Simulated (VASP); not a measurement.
Write the native input for VASP 6.6.1 that does the following.

- Task: single point
- Functional: PBEsol
- Potentials or basis: VASP PAW PBE potentials, release 64 (Ag)
- Cutoff: 520 eV
- k mesh: 18 × 18 × 5
- Occupations: methfessel-paxton, width 0.05 eV
- Spin: no spin polarisation
- Dipole correction: no
- Further INCAR settings: ALGO = Normal; EDIFF = 1e-06; NBANDS = 30

The structure of Ag lies in POSCAR:

```
Ag
1.0
    2.8162933040      0.0000000000      0.0000000000
   -1.4081466520      2.4389815458      0.0000000000
    0.0000000000      0.0000000000      9.7577898415
Ag
4
Direct
    0.3333333333      0.6666666667      0.2500000000
    0.6666666667      0.3333333333      0.7500000000
    0.0000000000      0.0000000000      0.0000000000
    0.0000000000      0.0000000000      0.5000000000
```

The input as run:

INCAR

```
SYSTEM = Ag
PREC = Accurate
ENCUT = 520
EDIFF = 1E-6
ISMEAR = 1
SIGMA = 0.05
LREAL = .FALSE.
LASPH = .TRUE.
NELM = 60
ALGO = Normal
ISIF = 2
LWAVE = .FALSE.
LCHARG = .FALSE.
GGA = PS
NBANDS = 30
```

KPOINTS

```
regular mesh
0
G
  18 18 5
  0 0 0
```

Potentials or basis: VASP PAW PBE potentials, release 64 (Ag).

Launch:

```console
$ cat potpaw_PBE.64/Ag/POTCAR > POTCAR
$ mpirun -np 1 vasp_std > vasp.out
```

It gave:

* Pressure: -0.3 GPa
* Band gap on the k mesh: zero (band 22 reaches 12.27 eV, above the bottom of band 23 at 5.36 eV)

Caveat: the PAW data sets were made with another functional, which shifts forces and pressure a little.

Wall time 5.1 min on 1 thread of AMD EPYC 7R13 Processor (Zen 3) (shared host), peak memory 0.27 GiB.
